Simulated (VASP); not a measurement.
# MgS (I-4m2) in VASP: single point with HSE06

Aim: the single point of MgS with HSE06.

All numbers are computed with VASP 6.6.1; they aren't measurements. Logs are shortened: lines on timing, memory, paths and dates and some standing lists are left out, and cuts for length are marked.

### 1 The cell of the first run

Symmetry: I-4m2, No. 119, tetragonal system. The conventional cell has a = 3.843 Å, b = 3.843 Å, c = 5.950 Å, α = 90.00°, β = 90.00°, γ = 90.00°. Mg (site symmetry -4m2) has 4 S at 2.43 Å within 3.2 Å. Within 3.2 Å of S (site symmetry -4m2) lie 4 Mg at 2.43 Å.

### 2 Single point, HSE06 (epitaxial xy strain -4.0%)

The input, POSCAR:

```
MgS
1.0
    0.0000000000      2.7176417676      2.9750086881
    2.7176417676      0.0000000000      2.9750086881
    2.7176417676      2.7176417676      0.0000000000
Mg S
1 1
Direct
    0.0000000000      0.0000000000      0.0000000000
    0.2500000000      0.2500000000      0.2500000000
```

The input, INCAR.step1:

```
ALGO = Normal
EDIFF = 1E-5
ENCUT = 520
GGA = PE
ISIF = 2
ISMEAR = 0
LASPH = True
LCHARG = False
LREAL = False
LWAVE = True
NBANDS = 11
NELM = 60
PREC = Accurate
SIGMA = 0.01
```

The input, INCAR.step2:

```
ALGO = Normal
EDIFF = 1E-6
ENCUT = 520
GGA = PE
HFSCREEN = 0.2079
ISIF = 2
ISMEAR = 0
ISTART = 1
LASPH = True
LCHARG = False
LHFCALC = True
LREAL = False
LWAVE = False
NBANDS = 11
NELM = 60
PREC = Accurate
PRECFOCK = Normal
SIGMA = 0.01
```

The input, KPOINTS:

```
k-points
0
Gamma
  6 6 6
```

Potentials or basis: VASP PAW PBE potentials, release 64 (Mg, S).

Launch:

```console
$ cat potpaw_PBE.64/Mg/POTCAR potpaw_PBE.64/S/POTCAR > POTCAR
$ cp INCAR.step1 INCAR
$ mpirun -np 1 vasp_std > vasp.out
$ cp INCAR.step2 INCAR
$ mpirun -np 1 vasp_std > vasp.out
```

OUTCAR:

```text
EDIFF = 1E-6
   ENCUT = 520
   GGA = PE
   HFSCREEN = 0.2079
   ISIF = 2
   ISMEAR = 0
   ISTART = 1
   LASPH = True
   LHFCALC = True
   LREAL = False
   NELM = 60
   PREC = Accurate
   PRECFOCK = Normal

 ion  position               nearest neighbor table
   1  0.000  0.000  0.000-   2 2.43   2 2.43   2 2.43   2 2.43
   2  0.250  0.250  0.250-   1 2.43   1 2.43   1 2.43   1 2.43

  LATTYP: Found a body centered tetragonal cell.
 ALAT       =     3.8433258454
 C/A-ratio  =     1.5481428366

  Lattice vectors:

 A1 = (  -2.7176417676,   0.0000000000,   2.9750086881)
 A2 = (   2.7176417676,   0.0000000000,   2.9750086881)
 A3 = (   0.0000000000,   2.7176417676,  -2.9750086881)

Analysis of symmetry for initial positions (statically):
=====================================================================
 Subroutine PRICEL returns:
 Original cell was already a primitive cell.

 Routine SETGRP: Setting up the symmetry group for a
 body centered tetragonal supercell.

 Subroutine GETGRP returns: Found  8 space group operations
 (whereof  8 operations were pure point group operations)
 out of a pool of 16 trial point group operations.

The static configuration has the point symmetry D_2d.

Analysis of symmetry for dynamics (positions and initial velocities):
=====================================================================
 Subroutine PRICEL returns:
 Original cell was already a primitive cell.

 Routine SETGRP: Setting up the symmetry group for a
 body centered tetragonal supercell.

 Subroutine GETGRP returns: Found  8 space group operations
 (whereof  8 operations were pure point group operations)
 out of a pool of 16 trial point group operations.

The dynamic configuration has the point symmetry D_2d.

 Subroutine INISYM returns: Found  8 space group operations
 (whereof  8 operations are pure point group operations),
 and found     1 'primitive' translations

----------------------------------------------------------------------------------------

                                     Primitive cell

  volume of cell :      43.9443

  direct lattice vectors                    reciprocal lattice vectors
     0.000000000  2.717641768  2.975008688    -0.183983042  0.183983042  0.168066736
     2.717641768  0.000000000  2.975008688     0.183983042 -0.183983042  0.168066736
     2.717641768  2.717641768  0.000000000     0.183983042  0.183983042 -0.168066736

  length of vectors
     4.029423466  4.029423466  3.843325845     0.309751428  0.309751428  0.309751428

  position of ions in fractional coordinates (direct lattice)
     0.000000000  0.000000000  0.000000000
     0.250000000  0.250000000  0.250000000

  ion indices of the primitive-cell ions
   primitive index   ion index
                 1           1
                 2           2

----------------------------------------------------------------------------------------

 KPOINTS: k-points

Automatic generation of k-mesh.
 Grid dimensions read from file:
 generate k-points for:    6    6    6

 Generating k-lattice:

  Cartesian coordinates                     Fractional coordinates (reciprocal lattice)
    -0.030663840  0.030663840  0.028011123     0.166666667  0.000000000  0.000000000
     0.030663840 -0.030663840  0.028011123     0.000000000  0.166666667  0.000000000
     0.030663840  0.030663840 -0.028011123     0.000000000  0.000000000  0.166666667

  Length of vectors
     0.051625238  0.051625238  0.051625238

  Shift w.r.t. Gamma in fractional coordinates (k-lattice)
     0.000000000  0.000000000  0.000000000

 Subroutine IBZKPT returns following result:
 ===========================================

 Found     30 irreducible k-points:

 Following reciprocal coordinates:
            Coordinates               Weight
  0.000000  0.000000  0.000000      1.000000
  0.166667  0.000000  0.000000      8.000000
  0.333333 -0.000000  0.000000      8.000000
  0.500000  0.000000  0.000000      4.000000
  0.166667  0.166667  0.000000      2.000000
  0.333333  0.166667  0.000000      8.000000
[... 16 lines left out ...]
  0.333333  0.000000  0.333333      4.000000
  0.500000  0.000000  0.333333     16.000000
 [... further k-points ...]
   k-points           NKPTS =     30   k-points in BZ     NKDIM =    216   number of bands    NBANDS=     11
   number of dos      NEDOS =    301   number of ions     NIONS =      2
   total plane-waves  NPLWV =  27000
   dimension x,y,z NGX =    30 NGY =   30 NGZ =   30
   dimension x,y,z NGXF=    60 NGYF=   60 NGZF=   60
   ions per type =               1   1
   NGX,Y,Z   is equivalent  to a cutoff of  12.38, 12.38, 12.98 a.u.
   NGXF,Y,Z  is equivalent  to a cutoff of  24.75, 24.75, 25.95 a.u.
 SYSTEM =  unknown system
   PREC   = accura    normal or accurate (medium, high low for compatibility)
   ISTART =      1    job   : 0-new  1-cont  2-samecut
   ICHARG =      0    charge: 1-file 2-atom 10-const
   ISPIN  =      1    spin polarized calculation?
   LNONCOLLINEAR =      F non collinear calculations
   LSORBIT =      F    spin-orbit coupling
   LASPH  =      T    aspherical Exc in radial PAW
   ENCUT  =  520.0 eV  38.22 Ry    6.18 a.u.   7.49  7.49  7.15*2*pi/ulx,y,z
   NELM   =     60;   NELMIN=  2; NELMDL=  0     # of ELM steps
   EDIFF  = 0.1E-05   stopping-criterion for ELM
   LREAL  =      F    real-space projection
   EDIFFG = 0.1E-04   stopping-criterion for IOM
   NSW    =      0    number of steps for IOM
   IBRION =     -1    ionic relax: 0-MD 1-quasi-New 2-CG
   NFREE  =      0    steps in history (QN), initial steepest desc. (CG)
   ISIF   =      2    stress and relaxation
   ISYM   =      3    0-nonsym 1-usesym 2-fastsym
   POTIM  = 0.5000    time-step for ionic-motion
   TEBEG  =    0.0;   TEEND  =   0.0 temperature during run
   PSTRESS=    0.0 pullay stress
   NELECT =       8.0000    total number of electrons
   NUPDOWN=      -1.0000    fix difference up-down
   EMIN   =  10.00;   EMAX   =-10.00  energy-range for DOS
   EFERMI =   0.00;   METHOD = LEGACY
   ISMEAR =     0;   SIGMA  =   0.01  broadening in eV -4-tet -1-fermi 0-gaus
   EFERMI_NEDOS =   21; number of points for ismear=-14 and -15
   IALGO  =     38    algorithm
   IMIX   =      1    mixing-type and parameters
     AMIX     =   0.40;   BMIX     =  1.00
     AMIX_MAG =   1.60;   BMIX_MAG =  1.00
  volume/ion in A,a.u.               =      21.97       148.28
  Fermi-wavevector in a.u.,A,eV,Ry     =   0.927835  1.753353 11.712946  0.860877
  Thomas-Fermi vector in A             =   2.053947
   LORBIT       =      0    0 simple, 1 ext, 2 COOP (PROOUT), +10 PAW based schemes
   GGA     = PE    functional components
   LHFCALC =     T    Hartree Fock is set to
   PRECFOCK=normal    Normal, Fast or Accurate (Low or Medium for compatibility)
   ENCUT4O =  -1.0   cutoff for four orbital integrals eV
   NKREDX  =     1    reduce k-point grid by
   NKREDY  =     1    reduce k-point grid by
   NKREDZ  =     1    reduce k-point grid by
   AEXX    =    0.2500 exact exchange contribution
   HFSCREEN=    0.2079 screening length (either q_TF or 0.3 A-1)
   HFSCREENC=   0.2079 screening length for correlation (either q_TF or 0.3 A-1)
   ENCUTFOCK=  -1.0 apply spherical cutoff to Coloumb kernel
   IVDW    =     0    specifies the selected vdW correction
   LEPSILON=     F    determine dielectric tensor
   LRPA    =     F    only Hartree local field effects (RPA)
 non-spin polarized calculation
 Gauss-broadening in eV      SIGMA  =   0.01
  energy-cutoff  :      520.00
  volume of cell :       43.94
 maximum number of plane-waves:      1198
 NGX is ok and might be reduce to    30
  NGX = 24; NGY = 24; NGZ = 24

 number of electron       8.0000000 magnetization

 Free energy of the ion-electron system (eV)
  ---------------------------------------------------
  ext. energy  EPLUGINS =         0.00000000
  ---------------------------------------------------
  free energy    TOTEN  =        -9.81811349 eV

  energy without entropy =       -9.81811349  energy(sigma->0) =       -9.81811349

 E-fermi :   0.6985     XC(G=0):  -7.1227

 val. band max:        0.6515019920   @ k =   0.0000   0.0000   0.0000
 cond. band min:       5.1862275309   @ k =   0.0000   0.0000   0.0000
 fundamental gap:      4.5347255389
 Fermi energy:         0.6985019583

 k-point     1 :       0.0000    0.0000    0.0000
  band No.  band energies     occupation
      1     -11.9949      2.00000
      2       0.3529      2.00000
      3       0.6515      2.00000
      4       0.6515      2.00000
      5       5.1862      0.00000
      6       9.7801      0.00000
      7       9.8866      0.00000
      8       9.8866      0.00000
      9      11.8920      0.00000
     10      13.6559      0.00000
     11      14.5724      0.00000

 k-point     2 :       0.1667    0.0000    0.0000
  band No.  band energies     occupation
      1     -11.8165      2.00000
      2      -0.6094      2.00000
      3       0.3082      2.00000
      4       0.5948      2.00000
      5       6.2232      0.00000
      6       9.4660      0.00000
      7      10.0252      0.00000
      8      10.2391      0.00000
      9      11.6413      0.00000
     10      12.7166      0.00000
     11      14.8818      0.00000

 k-point     3 :       0.3333   -0.0000    0.0000
  band No.  band energies     occupation
      1     -11.4152      2.00000
      2      -2.2592      2.00000
      3       0.0309      2.00000
      4       0.4916      2.00000
      5       6.8418      0.00000
      6       9.3086      0.00000
      7      10.2067      0.00000
      8      10.2345      0.00000
      9      13.1789      0.00000
     10      13.1886      0.00000
     11      14.4089      0.00000
[... 267 lines left out ...]
 k-point    23 :       0.3333    0.0000    0.3333
  band No.  band energies     occupation
      1     -11.1818      2.00000
      2      -1.9080      2.00000
      3      -0.5154      2.00000
      4      -0.4777      2.00000
      5       6.2531      0.00000
      6       7.6313      0.00000
      7      11.6545      0.00000
      8      11.7549      0.00000
      9      13.1865      0.00000
     10      14.3276      0.00000
     11      17.4068      0.00000

 k-point    24 :       0.5000    0.0000    0.3333
  band No.  band energies     occupation
      1     -10.9513      2.00000
      2      -2.2733      2.00000
      3      -1.0470      2.00000
      4      -0.5918      2.00000
      5       6.0811      0.00000
      6       7.9182      0.00000
      7      11.3612      0.00000
      8      12.5518      0.00000
      9      14.1023      0.00000
     10      15.5185      0.00000
     11      16.8519      0.00000

 [... further k-points ...]

------------------------ aborting loop because EDIFF is reached ----------------------------------------

  FORCE on cell =-STRESS in cart. coord.  units (eV):
  Direction    XX          YY          ZZ          XY          YZ          ZX
  --------------------------------------------------------------------------------------
  -------------------------------------------------------------------------------------
  Total        0.6922906      0.6922906     -0.0339181      0.0000000      0.0000000      0.0000000
  in kB       25.2404077     25.2404077     -1.2366283      0.0000000      0.0000000      0.0000000
  external PRESSURE =      16.4147290 kB  Pullay stress =       0.0000000 kB

 VOLUME and BASIS-vectors are now :
 -----------------------------------------------------------------------------
  energy-cutoff  :      520.00
  volume of cell :       43.94
      direct lattice vectors                 reciprocal lattice vectors
     0.000000000  2.717641768  2.975008688    -0.183983042  0.183983042  0.168066736
     2.717641768  0.000000000  2.975008688     0.183983042 -0.183983042  0.168066736
     2.717641768  2.717641768  0.000000000     0.183983042  0.183983042 -0.168066736

 POSITION                                       TOTAL-FORCE (eV/Angst)
 -----------------------------------------------------------------------------------
      0.00000      0.00000      0.00000         0.000000      0.000000     -0.000000
      1.35882      1.35882      1.48750        -0.000000     -0.000000      0.000000
 -----------------------------------------------------------------------------------
    total drift:                                0.000000      0.000000      0.000001

  FREE ENERGIE OF THE ION-ELECTRON SYSTEM (eV)
  ---------------------------------------------------
  free  energy   TOTEN  =        -9.8181134885 eV

  energy  without entropy=       -9.8181134885  energy(sigma->0) =       -9.81811349
```

Run time: 36 min. Hardware: 1 thread of Intel Xeon 8259CL, shared host; peak memory 0.3 GiB.

Results:

* Free energy: -9.8181 eV
* Pressure: 1.6 GPa
* Band gap on the k mesh: 4.53 eV

Stress tensor (GPa, compression positive):
```
 2.52  0.00  0.00
 0.00  2.52  0.00
 0.00  0.00 -0.12
```

Caveat: the cell differs from its parent crystal (epitaxial xy strain -4.0%); the PAW data sets were made with another functional, which shifts forces and pressure a little.
